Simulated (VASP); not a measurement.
# SnTe (Fm-3m) in VASP: notebook

SnTe is run at these levels: r2SCAN; tasks: single point.

Everything below comes from runs of VASP 6.6.1. Logs are shortened: lines on timing, memory, paths and dates and some standing lists are left out, and cuts for length are marked.

## (1) The cell of the first run

The structure is cubic, space group Fm-3m (No. 225). The conventional cell has a = 6.313 Å, b = 6.313 Å, c = 6.313 Å, α = 90.00°, β = 90.00°, γ = 90.00°. Within 4.2 Å of Sn (site symmetry m-3m) lie 6 Te at 3.16 Å. Within 4.2 Å of Te (site symmetry m-3m) lie 6 Sn at 3.16 Å.

## (2) Single point, r2SCAN

POSCAR

```
SnTe
1.0
    0.0000000000      3.1565012282      3.1565012282
    3.1565012282      0.0000000000      3.1565012282
    3.1565012282      3.1565012282      0.0000000000
Sn Te
1 1
Direct
    0.5000000000      0.5000000000      0.5000000000
    0.0000000000      0.0000000000      0.0000000000
```

INCAR.step1

```
ALGO     = Normal         # electronic algorithm
EDIFF    = 1E-4           # SCF threshold, eV
ENCUT    = 520            # plane-wave cutoff, eV
GGA      = PE             # functional
ISMEAR   = 0              # smearing method
LASPH    = T              # aspherical terms in the spheres
LCHARG   = F              # write CHGCAR
LREAL    = F              # projectors in reciprocal space
LWAVE    = T              # write WAVECAR
NBANDS   = 17             # bands
NELM     = 100            # most SCF steps
PREC     = Accurate       # precision mode
SIGMA    = 0.05           # smearing width, eV
```

INCAR.step2

```
ALGO     = Normal         # electronic algorithm
EDIFF    = 1E-6           # SCF threshold, eV
ENCUT    = 520            # plane-wave cutoff, eV
ISIF     = 2              # what is computed and relaxed
ISMEAR   = 0              # smearing method
ISTART   = 1            
LASPH    = T              # aspherical terms in the spheres
LCHARG   = T              # write CHGCAR
LELF     = T              # ELF
LMIXTAU  = T            
LREAL    = F              # projectors in reciprocal space
LVHAR    = T            
LWAVE    = F              # write WAVECAR
METAGGA  = R2SCAN         # meta-GGA
NBANDS   = 17             # bands
NELM     = 100            # most SCF steps
PREC     = Accurate       # precision mode
SIGMA    = 0.05           # smearing width, eV
```

KPOINTS

```
k-points
0
Gamma
  6 6 6
```

Potentials or basis: VASP PAW PBE potentials, release 64 (Sn_d, Te).

The run is started by

```bash
$ cat potpaw_PBE.64/Sn_d/POTCAR potpaw_PBE.64/Te/POTCAR > POTCAR
$ cp INCAR.step1 INCAR
$ mpirun -np 1 vasp_std > vasp.out
$ cp INCAR.step2 INCAR
$ mpirun -np 1 vasp_std > vasp.out
```

OUTCAR:

```text
EDIFF = 1E-6
   ENCUT = 520
   ISIF = 2
   ISMEAR = 0
   ISTART = 1
   LASPH = T
   LREAL = F
   METAGGA = R2SCAN
   NELM = 100
   PREC = Accurate

 ion  position               nearest neighbor table
   1  0.500  0.500  0.500-   2 3.16   2 3.16   2 3.16   2 3.16   2 3.16   2 3.16
   2  0.000  0.000  0.000-   1 3.16   1 3.16   1 3.16   1 3.16   1 3.16   1 3.16

  LATTYP: Found a face centered cubic cell.
 ALAT       =     6.3130024564

  Lattice vectors:

 A1 = (   0.0000000000,   3.1565012282,   3.1565012282)
 A2 = (   3.1565012282,   0.0000000000,   3.1565012282)
 A3 = (   3.1565012282,   3.1565012282,   0.0000000000)

Analysis of symmetry for initial positions (statically):
=====================================================================
 Subroutine PRICEL returns:
 Original cell was already a primitive cell.

 Routine SETGRP: Setting up the symmetry group for a
 face centered cubic supercell.

 Subroutine GETGRP returns: Found 48 space group operations
 (whereof 48 operations were pure point group operations)
 out of a pool of 48 trial point group operations.

The static configuration has the point symmetry O_h .

Analysis of symmetry for dynamics (positions and initial velocities):
=====================================================================
 Subroutine PRICEL returns:
 Original cell was already a primitive cell.

 Routine SETGRP: Setting up the symmetry group for a
 face centered cubic supercell.

 Subroutine GETGRP returns: Found 48 space group operations
 (whereof 48 operations were pure point group operations)
 out of a pool of 48 trial point group operations.

The dynamic configuration has the point symmetry O_h .

 Subroutine INISYM returns: Found 48 space group operations
 (whereof 48 operations are pure point group operations),
 and found     1 'primitive' translations

----------------------------------------------------------------------------------------

                                     Primitive cell

  volume of cell :      62.8996

  direct lattice vectors                    reciprocal lattice vectors
     0.000000000  3.156501228  3.156501228    -0.158403233  0.158403233  0.158403233
     3.156501228  0.000000000  3.156501228     0.158403233 -0.158403233  0.158403233
     3.156501228  3.156501228  0.000000000     0.158403233  0.158403233 -0.158403233

  length of vectors
     4.463966847  4.463966847  4.463966847     0.274362448  0.274362448  0.274362448

  position of ions in fractional coordinates (direct lattice)
     0.500000000  0.500000000  0.500000000
     0.000000000  0.000000000  0.000000000

  ion indices of the primitive-cell ions
   primitive index   ion index
                 1           1
                 2           2

----------------------------------------------------------------------------------------

 KPOINTS: k-points

Automatic generation of k-mesh.
 Grid dimensions read from file:
 generate k-points for:    6    6    6

 Generating k-lattice:

  Cartesian coordinates                     Fractional coordinates (reciprocal lattice)
    -0.026400539  0.026400539  0.026400539     0.166666667  0.000000000  0.000000000
     0.026400539 -0.026400539  0.026400539     0.000000000  0.166666667  0.000000000
     0.026400539  0.026400539 -0.026400539     0.000000000  0.000000000  0.166666667

  Length of vectors
     0.045727075  0.045727075  0.045727075

  Shift w.r.t. Gamma in fractional coordinates (k-lattice)
     0.000000000  0.000000000  0.000000000

 Subroutine IBZKPT returns following result:
 ===========================================

 Found     16 irreducible k-points:

 Following reciprocal coordinates:
            Coordinates               Weight
  0.000000  0.000000  0.000000      1.000000
  0.166667  0.000000  0.000000      8.000000
  0.333333  0.000000  0.000000      8.000000
  0.500000  0.000000  0.000000      4.000000
  0.166667  0.166667  0.000000      6.000000
  0.333333  0.166667  0.000000     24.000000
[... 8 lines left out ...]
 -0.333333  0.333333  0.166667     24.000000
 -0.333333  0.500000  0.166667     12.000000
   k-points           NKPTS =     16   k-points in BZ     NKDIM =     16   number of bands    NBANDS=     17
   number of dos      NEDOS =    301   number of ions     NIONS =      2
   total plane-waves  NPLWV =  46656
   dimension x,y,z NGX =    36 NGY =   36 NGZ =   36
   dimension x,y,z NGXF=    72 NGYF=   72 NGZF=   72
   ions per type =               1   1
   NGX,Y,Z   is equivalent  to a cutoff of  13.41, 13.41, 13.41 a.u.
   NGXF,Y,Z  is equivalent  to a cutoff of  26.81, 26.81, 26.81 a.u.
 SYSTEM =  unknown system
   PREC   = accura    normal or accurate (medium, high low for compatibility)
   ISTART =      1    job   : 0-new  1-cont  2-samecut
   ICHARG =      0    charge: 1-file 2-atom 10-const
   ISPIN  =      1    spin polarized calculation?
   LNONCOLLINEAR =      F non collinear calculations
   LSORBIT =      F    spin-orbit coupling
   LASPH  =      T    aspherical Exc in radial PAW
   ENCUT  =  520.0 eV  38.22 Ry    6.18 a.u.   8.30  8.30  8.30*2*pi/ulx,y,z
   NELM   =    100;   NELMIN=  2; NELMDL=  0     # of ELM steps
   EDIFF  = 0.1E-05   stopping-criterion for ELM
   LREAL  =      F    real-space projection
   EDIFFG = 0.1E-04   stopping-criterion for IOM
   NSW    =      0    number of steps for IOM
   IBRION =     -1    ionic relax: 0-MD 1-quasi-New 2-CG
   NFREE  =      0    steps in history (QN), initial steepest desc. (CG)
   ISIF   =      2    stress and relaxation
   ISYM   =      2    0-nonsym 1-usesym 2-fastsym
   POTIM  = 0.5000    time-step for ionic-motion
   TEBEG  =    0.0;   TEEND  =   0.0 temperature during run
   PSTRESS=    0.0 pullay stress
   NELECT =      20.0000    total number of electrons
   NUPDOWN=      -1.0000    fix difference up-down
   EMIN   =  10.00;   EMAX   =-10.00  energy-range for DOS
   EFERMI =   0.00;   METHOD = LEGACY
   ISMEAR =     0;   SIGMA  =   0.05  broadening in eV -4-tet -1-fermi 0-gaus
   EFERMI_NEDOS =   21; number of points for ismear=-14 and -15
   IALGO  =     38    algorithm
   IMIX   =      4    mixing-type and parameters
     AMIX     =   0.40;   BMIX     =  1.00
     AMIX_MAG =   1.60;   BMIX_MAG =  1.00
  volume/ion in A,a.u.               =      31.45       212.23
  Fermi-wavevector in a.u.,A,eV,Ry     =   1.117383  2.111548 16.987494  1.248546
  Thomas-Fermi vector in A             =   2.254006
   LORBIT       =      0    0 simple, 1 ext, 2 COOP (PROOUT), +10 PAW based schemes
   METAGGA = R2SCAN    functional components
   LHFCALC =     F    Hartree Fock is set to
   AEXX    =    0.0000 exact exchange contribution
   IVDW    =     0    specifies the selected vdW correction
   LEPSILON=     F    determine dielectric tensor
   LRPA    =     F    only Hartree local field effects (RPA)
 non-spin polarized calculation
 Gauss-broadening in eV      SIGMA  =   0.05
  energy-cutoff  :      520.00
  volume of cell :       62.90
 maximum number of plane-waves:      1711
 NGX is ok and might be reduce to    36
   NGX = 17   NGY = 17   NGZ = 17

 number of electron      19.9999999 magnetization

 Free energy of the ion-electron system (eV)
  ---------------------------------------------------
  ext. energy  EPLUGINS =         0.00000000
  ---------------------------------------------------
  free energy    TOTEN  =       -50.67473283 eV

  energy without entropy =      -50.67389138  energy(sigma->0) =      -50.67431210

 E-fermi :   7.0479     XC(G=0): -10.0433

 val. band max:        7.0246084963   @ k =   0.5000   0.0000   0.0000
 cond. band min:       7.0711324001   @ k =   0.5000   0.0000   0.0000
 fundamental gap:      0.0465239039
 Fermi energy:         7.0478704406

 k-point     1 :       0.0000    0.0000    0.0000
  band No.  band energies     occupation
      1     -15.8147      2.00000
      2     -15.8147      2.00000
      3     -15.8040      2.00000
      4     -15.8040      2.00000
      5     -15.8040      2.00000
      6      -6.5072      2.00000
[... 9 lines left out ...]
     16      11.9245      0.00000
     17      13.9858      0.00000

 k-point     2 :       0.1667    0.0000    0.0000
  band No.  band energies     occupation
      1     -15.8160      2.00000
      2     -15.8160      2.00000
      3     -15.8036      2.00000
      4     -15.8025      2.00000
      5     -15.8025      2.00000
      6      -6.2643      2.00000
[... 9 lines left out ...]
     16      12.4998      0.00000
     17      15.6372      0.00000

 k-point     3 :       0.3333    0.0000    0.0000
  band No.  band energies     occupation
      1     -15.8189      2.00000
      2     -15.8188      2.00000
      3     -15.8027      2.00000
      4     -15.7990      2.00000
      5     -15.7990      2.00000
      6      -5.6307      2.00000
[... 9 lines left out ...]
     16      14.0743      0.00000
     17      18.1486      0.00000

 k-point     4 :       0.5000    0.0000    0.0000
  band No.  band energies     occupation
      1     -15.8204      2.00000
      2     -15.8204      2.00000
      3     -15.8024      2.00000
      4     -15.7971      2.00000
      5     -15.7971      2.00000
      6      -5.1578      2.00000
[... 9 lines left out ...]
     16      16.1057      0.00000
     17      16.1057      0.00000
[... 183 lines left out ...]
      1     -15.8259      2.00000
      2     -15.8151      2.00000
      3     -15.8036      2.00000
      4     -15.7975      2.00000
      5     -15.7959      2.00000
      6      -5.1802      2.00000
[... 9 lines left out ...]
     16      15.6715      0.00000
     17      16.3897      0.00000

 k-point    15 :      -0.3333    0.3333    0.1667
  band No.  band energies     occupation
      1     -15.8264      2.00000
      2     -15.8164      2.00000
      3     -15.8007      2.00000
      4     -15.7998      2.00000
      5     -15.7944      2.00000
      6      -4.8548      2.00000
[... 9 lines left out ...]
     16      17.1877      0.00000
     17      17.4414      0.00000

 k-point    16 :      -0.3333    0.5000    0.1667
  band No.  band energies     occupation
      1     -15.8304      2.00000
      2     -15.8135      2.00000
      3     -15.8042      2.00000
      4     -15.7968      2.00000
      5     -15.7929      2.00000
      6      -4.7642      2.00000
[... 9 lines left out ...]
     16      17.4016      0.00000
     17      18.5250      0.00000

------------------------ aborting loop because EDIFF is reached ----------------------------------------

  FORCE on cell =-STRESS in cart. coord.  units (eV):
  Direction    XX          YY          ZZ          XY          YZ          ZX
  --------------------------------------------------------------------------------------
  -------------------------------------------------------------------------------------
  Total        0.5657438      0.5657438      0.5657438      0.0000000     -0.0000000      0.0000000
  in kB       14.4106158     14.4106158     14.4106158      0.0000000     -0.0000000      0.0000000
  external PRESSURE =      14.4106158 kB  Pullay stress =       0.0000000 kB

 VOLUME and BASIS-vectors are now :
 -----------------------------------------------------------------------------
  energy-cutoff  :      520.00
  volume of cell :       62.90
      direct lattice vectors                 reciprocal lattice vectors
     0.000000000  3.156501228  3.156501228    -0.158403233  0.158403233  0.158403233
     3.156501228  0.000000000  3.156501228     0.158403233 -0.158403233  0.158403233
     3.156501228  3.156501228  0.000000000     0.158403233  0.158403233 -0.158403233

 POSITION                                       TOTAL-FORCE (eV/Angst)
 -----------------------------------------------------------------------------------
      3.15650      3.15650      3.15650         0.000000      0.000000      0.000000
      0.00000      0.00000      0.00000        -0.000000     -0.000000     -0.000000
 -----------------------------------------------------------------------------------
    total drift:                                0.000000      0.000000      0.000000

  FREE ENERGIE OF THE ION-ELECTRON SYSTEM (eV)
  ---------------------------------------------------
  free  energy   TOTEN  =       -50.6747328286 eV

  energy  without entropy=      -50.6738913755  energy(sigma->0) =      -50.67431210
```

It took 74 s on 1 thread of AMD EPYC 9R45 (Zen 5), shared host; peak memory 0.18 GiB.

Results:

| Item | Value |
| --- | --- |
| Free energy | -50.6747 eV |
| Pressure | 1.4 GPa |
| Band gap on the k mesh | 0.05 eV, direct |

Levels at points of the mesh, in eV from the valence-band top:
```csv
k point,band 7,band 8,band 9,band 10,band 11,band 12,band 13,band 14
"(0.00, 0.00, 0.00)",-4.83,-2.55,-2.55,-2.55,3.35,3.35,3.35,4.90
"(0.50, 0.00, 0.00)",-8.85,-2.18,-2.18,0.00,0.05,0.21,0.21,8.13
"(0.50, 0.50, 0.00)",-6.84,-6.02,-4.17,-4.17,2.26,5.02,5.02,6.60
```

Caveat: the PAW data sets were made with another functional, which shifts forces and pressure a little; spin-orbit coupling is left out, which moves the levels of the heavy elements.

## (3) Single point, r2SCAN (volume scaled by 0.96)

POSCAR

```
SnTe
1.0
    0.0000000000      3.1472262088      3.1472262088
    3.1472262088      0.0000000000      3.1472262088
    3.1472262088      3.1472262088      0.0000000000
Sn Te
1 1
Direct
    0.5000000000      0.5000000000      0.5000000000
    0.0000000000      0.0000000000      0.0000000000
```

INCAR.step1

```
SYSTEM = SnTe
PREC = Accurate
ENCUT = 520
ISMEAR = 0
SIGMA = 0.05
LREAL = .FALSE.
LASPH = .TRUE.
NELM = 80
NBANDS = 17
GGA = PE
ALGO = Normal
EDIFF = 1E-4
LWAVE = .TRUE.
LCHARG = .FALSE.
```

INCAR.step2

```
SYSTEM = SnTe
PREC = Accurate
ENCUT = 520
EDIFF = 1E-6
ISMEAR = 0
SIGMA = 0.05
LREAL = .FALSE.
LASPH = .TRUE.
NELM = 80
ALGO = Normal
ISIF = 2
LWAVE = .FALSE.
LCHARG = .FALSE.
METAGGA = R2SCAN
LMIXTAU = .TRUE.
NBANDS = 17
ISTART = 1
```

KPOINTS

```
Automatic mesh
0
G
  6 6 6
  0 0 0
```

Potentials or basis: VASP PAW PBE potentials, release 64 (Sn_d, Te).

The run is started by

```bash
$ cat potpaw_PBE.64/Sn_d/POTCAR potpaw_PBE.64/Te/POTCAR > POTCAR
$ cp INCAR.step1 INCAR
$ mpirun -np 1 vasp_std > vasp.out
$ cp INCAR.step2 INCAR
$ mpirun -np 1 vasp_std > vasp.out
```

Wall time 71 s (1 thread of AMD EPYC 9R45 (Zen 5), shared host); peak memory 0.18 GiB.

The run converged. Its results:

```
Free energy            : -50.6689 eV
Pressure               : 1.9 GPa
Band gap on the k mesh : 0.02 eV, direct
```

Levels at points of the mesh, in eV from the valence-band top:
| k point | band 6 | band 7 | band 8 | band 9 | band 10 | band 11 | band 12 | band 13 | band 14 | band 15 |
| --- | --- | --- | --- | --- | --- | --- | --- | --- | --- | --- |
| (0.00, 0.00, 0.00) | -13.63 | -4.82 | -2.60 | -2.60 | -2.60 | 3.35 | 3.35 | 3.35 | 4.86 | 4.86 |
| (0.50, 0.00, 0.00) | -12.25 | -8.93 | -2.22 | -2.22 | 0.00 | 0.02 | 0.17 | 0.17 | 8.13 | 9.03 |
| (0.50, 0.50, 0.00) | -11.92 | -6.87 | -6.11 | -4.24 | -4.24 | 2.20 | 5.04 | 5.04 | 6.65 | 9.10 |

Caveat: the PAW data sets were made with another functional, which shifts forces and pressure a little; spin-orbit coupling is left out, which moves the levels of the heavy elements. A k mesh can miss the band edges.

## (4) Single point, r2SCAN (volume scaled by 0.98)

POSCAR

```
SnTe
1.0
    0.0000000000      3.1689319030      3.1689319030
    3.1689319030      0.0000000000      3.1689319030
    3.1689319030      3.1689319030      0.0000000000
Sn Te
1 1
Direct
    0.5000000000      0.5000000000      0.5000000000
    0.0000000000      0.0000000000      0.0000000000
```

INCAR.step1

```
ALGO     = Normal         # electronic algorithm
EDIFF    = 1E-4           # SCF threshold, eV
ENCUT    = 520            # plane-wave cutoff, eV
GGA      = PE             # functional
ISMEAR   = 0              # smearing method
LASPH    = T              # aspherical terms in the spheres
LCHARG   = F              # write CHGCAR
LREAL    = F              # projectors in reciprocal space
LWAVE    = T              # write WAVECAR
NBANDS   = 17             # bands
NELM     = 100            # most SCF steps
PREC     = Accurate       # precision mode
SIGMA    = 0.05           # smearing width, eV
```

INCAR.step2

```
ALGO     = Normal         # electronic algorithm
EDIFF    = 1E-6           # SCF threshold, eV
ENCUT    = 520            # plane-wave cutoff, eV
ISIF     = 2              # what is computed and relaxed
ISMEAR   = 0              # smearing method
ISTART   = 1            
LASPH    = T              # aspherical terms in the spheres
LCHARG   = F              # write CHGCAR
LMIXTAU  = T            
LREAL    = F              # projectors in reciprocal space
LWAVE    = F              # write WAVECAR
METAGGA  = R2SCAN         # meta-GGA
NBANDS   = 17             # bands
NELM     = 100            # most SCF steps
PREC     = Accurate       # precision mode
SIGMA    = 0.05           # smearing width, eV
```

KPOINTS

```
k-points
0
Gamma
  6 6 6
```

The run is started by

```bash
$ cat potpaw_PBE.64/Sn_d/POTCAR potpaw_PBE.64/Te/POTCAR > POTCAR
$ cp INCAR.step1 INCAR
$ mpirun -np 1 vasp_std > vasp.out
$ cp INCAR.step2 INCAR
$ mpirun -np 1 vasp_std > vasp.out
```

Wall time 65 s (1 thread of AMD EPYC 9R45 (Zen 5), shared host); peak memory 0.17 GiB.

Results (log left out):

```yaml
Free_energy: -50.6803 eV
Pressure: 0.9 GPa
Band_gap_on_the_k_mesh: 0.08 eV, direct
```

Levels at points of the mesh, in eV from the valence-band top:
```
           k point  band 7  band 8  band 9  band 10  band 11  band 12  band 13  band 14
(0.00, 0.00, 0.00)   -4.85   -2.48   -2.48    -2.48     3.36     3.36     3.36     4.95
(0.50, 0.00, 0.00)   -8.76   -2.11   -2.11     0.00     0.08     0.26     0.26     8.13
(0.50, 0.50, 0.00)   -6.80   -5.90   -4.08    -4.08     2.34     4.99     4.99     6.54
```

Caveat: the PAW data sets were made with another functional, which shifts forces and pressure a little; spin-orbit coupling is left out, which moves the levels of the heavy elements.

## (5) Summary

| cell | gap on the mesh (eV) | pressure (GPa) |
| --- | --- | --- |
| a = 4.464 Å, angles 60.0°, 2 atoms | 0.05 | 1.4 |
| a = 4.451 Å, angles 60.0°, 2 atoms | 0.02 | 1.9 |
| a = 4.482 Å, angles 60.0°, 2 atoms | 0.08 | 0.9 |

Alike in all rows: task single point; level r2SCAN; potentials or basis VASP PAW PBE potentials, release 64 (Sn_d, Te); no spin polarisation; k mesh 6 × 6 × 6; cutoff (eV) 520; smearing gaussian 0.05 eV.

Caveats: the PAW data sets were made with another functional, which shifts forces and pressure a little; spin-orbit coupling is left out, which moves the levels of the heavy elements.

Total energies depend on the potentials used, so only differences within one code and one set of settings carry meaning.
